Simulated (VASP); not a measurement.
A run of VASP 6.6.1 is set up as follows.

INCAR

```
SYSTEM = Sb
PREC = Accurate ; ENCUT = 520
EDIFF = 1E-6 ; ISMEAR = -1
SIGMA = 0.05 ; LREAL = .False.
LASPH = .True. ; NELM = 80
ALGO = Normal ; ISIF = 2
LWAVE = .False. ; LCHARG = .False.
GGA = PS ; NBANDS = 12
```

The input KPOINTS:

```
Automatic mesh
0
Gamma
  9 6 6
  0 0 0
```

The input POSCAR:

```
Sb
1.0
    3.1224020000      0.0000000000      0.0000000000
    0.0000000000      4.3475180000      0.0000000000
   -0.0389150000      0.0000000000      4.4058520000
Sb
2
Direct
    0.0113890000      0.2500000000      0.2411660000
    0.9886110000      0.7500000000      0.7588340000
```

Potentials or basis: VASP PAW PBE potentials, release 64 (Sb).

Run with:

```bash
$ cat potpaw_PBE.64/Sb/POTCAR > POTCAR
$ mpirun -np 1 vasp_std > vasp.out
```

Estimate the band gap on the k mesh.

zero (bands 5 and 6 overlap by 8.33 eV).

What does it give for the pressure?

-2.1 GPa.

What does it give for the largest force?

0.054 eV/Å.

Stress tensor (GPa, compression positive):
```
-1.85  0.00  0.08
 0.00 -2.42  0.00
 0.08  0.00 -2.15
```

Caveat: the PAW data sets were made with another functional, which shifts forces and pressure a little; spin-orbit coupling is left out, which moves the levels of the heavy elements.
